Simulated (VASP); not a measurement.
**Al5InAs6: single point with PBE**

Al5InAs6:

```
Al In As
1.0
     4.09147    0.00000    0.00000
    -2.04574    3.54332    0.00000
     0.00000    0.00000   20.21850
Al In As
5 1 6
Direct
  0.66667 0.33333 0.16682
  0.66667 0.33333 0.49337
  0.66667 0.33333 0.83988
  0.33333 0.66667 0.00340
  0.33333 0.66667 0.33026
  0.33333 0.66667 0.66824
  0.66667 0.33333 0.28999
  0.66667 0.33333 0.61569
  0.66667 0.33333 0.96315
  0.33333 0.66667 0.12658
  0.33333 0.66667 0.45344
  0.33333 0.66667 0.80019
```

* Program: VASP 6.6.1
* Task: single point
* Functional: PBE
* Potentials or basis: VASP PAW PBE potentials, release 64 (Al, In_d, As)
* Cutoff: 520 eV
* k mesh: 6 × 6 × 1
* Occupations: gaussian, width 0.1 eV
* Spin: no spin polarisation

- Pressure: 0.1 GPa
- Largest force: 0.008 eV/Å
- Band gap on the k mesh: 0.92 eV

Forces on the atoms (eV/Å):
```
Al   0.000  0.000  0.008
Al   0.000  0.000  0.003
Al   0.000  0.000 -0.002
Al   0.000  0.000 -0.001
Al   0.000  0.000 -0.002
In   0.000  0.000 -0.004
As   0.000  0.000 -0.007
As   0.000  0.000  0.004
As   0.000  0.000 -0.002
As   0.000  0.000  0.002
As   0.000  0.000  0.003
As   0.000  0.000 -0.001
```

Levels at points of the mesh, in eV from the valence-band top:
| k point | band 25 | band 26 | band 27 | band 28 | band 29 | band 30 | band 31 | band 32 | band 33 | band 34 |
| --- | --- | --- | --- | --- | --- | --- | --- | --- | --- | --- |
| (0.00, 0.00, 0.00) | -0.63 | -0.63 | -0.55 | 0.00 | 0.00 | 0.92 | 1.05 | 1.33 | 1.60 | 2.06 |
| (0.50, 0.00, 0.00) | -1.87 | -1.78 | -1.75 | -1.59 | -1.13 | 1.08 | 1.23 | 1.32 | 1.48 | 1.76 |

It took 3.5 min on 1 thread of Intel Xeon 8259CL, on a shared host, peak memory 0.37 GiB.

Caveat: spin-orbit coupling is left out, which moves the levels of the heavy elements; an odd mesh through Γ misses points on the zone boundary, where band edges can lie.
